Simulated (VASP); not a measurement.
# CaIn3O (Pm-3m) in VASP: notebook, part 2 of 2

VASP 6.6.1. Earlier steps stand in the parts before.

**5. Relaxation of cell and atoms, PBE, collinear spin, ferromagnetic start**

INCAR reads:

```
SYSTEM = CaIn3O
PREC     = Accurate       ! precision mode
ENCUT    = 600            ! plane-wave cutoff, eV
EDIFF    = 1E-6           ! SCF threshold, eV
ISMEAR   = 0              ! smearing method
SIGMA    = 0.1            ! smearing width, eV
LREAL    = .False.        ! projectors in reciprocal space
LASPH    = .True.         ! aspherical terms in the spheres
NELM     = 150            ! most SCF steps
ALGO     = Normal         ! electronic algorithm
ISIF     = 3              ! what is computed and relaxed
LWAVE    = .False.        ! write WAVECAR
LCHARG   = .False.        ! write CHGCAR
ISPIN    = 2              ! spin polarisation
MAGMOM   = 0 0 0 0 1      ! initial moments
LORBIT   = 11             ! projections on sites
GGA      = PE             ! functional
IBRION   = 2              ! ionic algorithm
NSW      = 90             ! ionic steps
EDIFFG   = -0.04          ! ionic threshold
```

KPOINTS reads:

```
Automatic mesh
0
Gamma
  4 4 4
  0 0 0
```

POSCAR reads:

```
CaIn3O
1.0
    4.7349305800      0.0000000000      0.0000000000
    0.0000000000      4.7349305800      0.0000000000
    0.0000000000      0.0000000000      4.7349305800
Ca In O
1 3 1
Direct
    0.5000000000      0.5000000000      0.5000000000
    0.0000000000      0.5000000000      0.5000000000
    0.5000000000      0.0000000000      0.5000000000
    0.5000000000      0.5000000000      0.0000000000
    0.0000000000      0.0000000000      0.0000000000
```

Potentials or basis: VASP PAW PBE potentials, release 64 (Ca_sv, In_d, O).

On the command line:

```
cat potpaw_PBE.64/Ca_sv/POTCAR potpaw_PBE.64/In_d/POTCAR potpaw_PBE.64/O/POTCAR > POTCAR
mpirun -np 1 vasp_std > vasp.out
```

OUTCAR:

```text
SYSTEM = CaIn3O
   PREC = Accurate
   ENCUT = 600
   EDIFF = 1E-6
   ISMEAR = 0
   LREAL = .False.
   LASPH = .True.
   NELM = 150
   ISIF = 3
   ISPIN = 2
   LORBIT = 11
   GGA = PE
   IBRION = 2
   NSW = 90
   EDIFFG = -0.04

 ion  position               nearest neighbor table
   1  0.500  0.500  0.500-   2 2.37   3 2.37   4 2.37   4 2.37   3 2.37   2 2.37
   2  0.000  0.500  0.500-   1 2.37   1 2.37   4 3.35   4 3.35   3 3.35   3 3.35   3 3.35   4 3.35
                             4 3.35   3 3.35
   3  0.500  0.000  0.500-   1 2.37   1 2.37   4 3.35   4 3.35   2 3.35   2 3.35   4 3.35   4 3.35
                             2 3.35   2 3.35
   4  0.500  0.500  0.000-   1 2.37   1 2.37   3 3.35   2 3.35   2 3.35   3 3.35   3 3.35   3 3.35
                             2 3.35   2 3.35
   5  0.000  0.000  0.000-

  LATTYP: Found a simple cubic cell.
 ALAT       =     4.7349305800

  Lattice vectors:

 A1 = (   4.7349305800,   0.0000000000,   0.0000000000)
 A2 = (   0.0000000000,   4.7349305800,   0.0000000000)
 A3 = (   0.0000000000,   0.0000000000,   4.7349305800)

Analysis of symmetry for initial positions (statically):
=====================================================================
 Subroutine PRICEL returns:
 Original cell was already a primitive cell.

 Routine SETGRP: Setting up the symmetry group for a
[... 180 lines left out ...]
 cond. band min:       6.3015462063   @ k =   0.5000   0.2500   0.0000
 fundamental gap:      0.1261930189
 Fermi energy:         6.2511494571

 spin component 1

 k-point     1 :       0.0000    0.0000    0.0000
  band No.  band energies     occupation
      1     -34.5337      1.00000
      2     -16.0210      1.00000
      3     -16.0210      1.00000
      4     -16.0210      1.00000
      5     -10.1156      1.00000
      6      -9.3616      1.00000
[... 893 lines left out ...]
--------------------------------------- Ionic step        5  -------------------------------------------

 number of electron      54.9999904 magnetization       0.0000393

 Free energy of the ion-electron system (eV)
  ---------------------------------------------------
  ext. energy  EPLUGINS =         0.00000000
  ---------------------------------------------------
  free energy    TOTEN  =        -9.47357627 eV

  energy without entropy =       -9.43085496  energy(sigma->0) =       -9.45221562

 E-fermi :   1.4682     XC(G=0):  -7.4388

 val. band max:        1.4645861639   @ k =   0.5000   0.0000   0.0000
 cond. band min:       1.5128525674   @ k =   0.2500   0.0000   0.0000
 fundamental gap:      0.0482664034
 Fermi energy:         1.4681621465

 spin component 1

 k-point     1 :       0.0000    0.0000    0.0000
  band No.  band energies     occupation
      1     -39.7605      1.00000
      2     -20.8753      1.00000
      3     -20.8753      1.00000
      4     -20.8753      1.00000
      5     -13.5106      1.00000
      6     -13.4573      1.00000
[... 764 lines left out ...]
  FREE ENERGIE OF THE ION-ELECTRON SYSTEM (eV)
  ---------------------------------------------------
  free  energy   TOTEN  =        -9.4735762703 eV

  energy  without entropy=       -9.4308549624  energy(sigma->0) =       -9.45221562

 reached required accuracy - stopping structural energy minimisation

 total charge

# of ion       s       p       d       tot
------------------------------------------
    1        2.104   5.849   0.331   8.284
    2        1.107   0.352   9.827  11.287
    3        1.107   0.352   9.827  11.287
    4        1.107   0.352   9.827  11.287
    5        1.630   3.080   0.000   4.710
--------------------------------------------------
tot          7.056   9.985  29.814  46.854

 magnetization (x)

# of ion       s       p       d       tot
------------------------------------------
    1        0.000   0.000   0.000   0.000
    2       -0.000   0.000   0.000   0.000
    3       -0.000   0.000   0.000   0.000
    4       -0.000   0.000   0.000   0.000
    5       -0.000  -0.000   0.000  -0.000
--------------------------------------------------
tot         -0.000  -0.000   0.000  -0.000
```

OSZICAR:

```text
N       E                     dE             d eps       ncg     rms          rms(c)
DAV:   1     0.631107293311E+03    0.63111E+03   -0.29566E+04  1360   0.238E+03
DAV:   2     0.685069701775E+02   -0.56260E+03   -0.55357E+03  1384   0.557E+02
[... 95 lines left out ...]
DAV:  17    -0.947359889258E+01    0.54988E-04   -0.19485E-04  1826   0.445E-02    0.316E-02
DAV:  18    -0.947358397106E+01    0.14922E-04   -0.13004E-04  1582   0.312E-02    0.387E-02
DAV:  19    -0.947358223020E+01    0.17409E-05   -0.14623E-05  1886   0.154E-02    0.305E-02
DAV:  20    -0.947357923806E+01    0.29921E-05   -0.41330E-06  1330   0.889E-03    0.213E-02
DAV:  21    -0.947357596580E+01    0.32723E-05   -0.18621E-05  1314   0.683E-03    0.381E-03
DAV:  22    -0.947357627031E+01   -0.30451E-06   -0.44358E-06   794   0.428E-03
   5 F= -.94735763E+01 E0= -.94522156E+01  d E =-.577981E+01  mag=     0.0000
```

Run time: 17 min. Hardware: 1 thread of Intel Xeon 8259CL, shared host; peak memory 0.33 GiB.

Results:

| Quantity | Value |
| --- | --- |
| Free energy | -9.4736 eV |
| Relaxed volume | 40.10 Å³/atom |
| Relaxed cell | a = 5.853 Å, b = 5.853 Å, c = 5.853 Å, α = 90.00°, β = 90.00°, γ = 90.00° |
| Space group after relaxing (to 0.1 Å) | Pm-3m (No. 221) |
| Energy gained by relaxing | 1156.0 meV/atom |
| Ionic steps | 5 |
| Pressure after relaxing | 0.0 GPa |
| Net moment | 0.00 μB per cell |
| Valence electrons inside the program's atomic spheres | Ca 8.28; In 11.29; O 4.71 |

The path:
| step | energy change (eV) | largest force (eV/Å) | pressure (GPa) | volume (Å³) |
| --- | --- | --- | --- | --- |
| 1 | 0.0000 | 0.0000 | 33.10 | 106.16 |
| 2 | -5.7435 | 0.0000 | 1.08 | 188.82 |
| 3 | -5.7722 | 0.0000 | 0.46 | 194.96 |
| 4 | -5.7673 | 0.0000 | -0.54 | 207.64 |
| 5 | -5.7798 | 0.0000 | -0.01 | 200.50 |

Final structure:
```cif
data_structure
_symmetry_space_group_name_H-M 'P 1'
_symmetry_Int_Tables_number 1
_cell_length_a 5.8529
_cell_length_b 5.8529
_cell_length_c 5.8529
_cell_angle_alpha 90.000
_cell_angle_beta 90.000
_cell_angle_gamma 90.000
_cell_volume 200.50
loop_
_atom_site_label
_atom_site_type_symbol
_atom_site_fract_x
_atom_site_fract_y
_atom_site_fract_z
_atom_site_occupancy
Ca1 Ca 0.50000 0.50000 0.50000 1
In1 In 0.00000 0.50000 0.50000 1
In2 In 0.50000 0.00000 0.50000 1
In3 In 0.50000 0.50000 0.00000 1
O1 O 0.00000 0.00000 0.00000 1
```

Caveat: the volume moved by over 15 % at a fixed basis, so the end points are rough; spin-orbit coupling is left out, which moves the levels of the heavy elements.

**6. Overview**

```tsv
task	spin	cell	cutoff (eV)	gap on the mesh (eV)	pressure (GPa)	moment (μB)
single point	off	a = 4.735 Å, 5 atoms	520	none	33.2	-
single point	collinear, ferromagnetic start	a = 4.735 Å, 5 atoms	520	none	33.1	0.64
single point	collinear, ferromagnetic start	a = 6.025 Å, 5 atoms	520	none	-0.2	0.01
relaxation of cell and atoms	collinear, ferromagnetic start	relaxed from a = 4.735 Å, 5 atoms	600	none	0.0	0.00
```

Alike in all rows: level PBE; potentials or basis VASP PAW PBE potentials, release 64 (Ca_sv, In_d, O); k mesh 4 × 4 × 4; smearing gaussian 0.1 eV.

Caveats: spin-orbit coupling is left out, which moves the levels of the heavy elements; the cell stands under pressure (at least some runs); an odd number of electrons without spin polarisation forces a metal (at least some runs); a magnetic or distorted state may lie lower (at least some runs); a moment this small can come from the mesh or the smearing (at least some runs); the volume moved by over 15 % at a fixed basis, so the end points are rough (at least some runs).

Total energies depend on the potentials used, so only differences within one code and one set of settings carry meaning.

The gap in the log of VASP goes by the Fermi energy; the results here count the filled bands.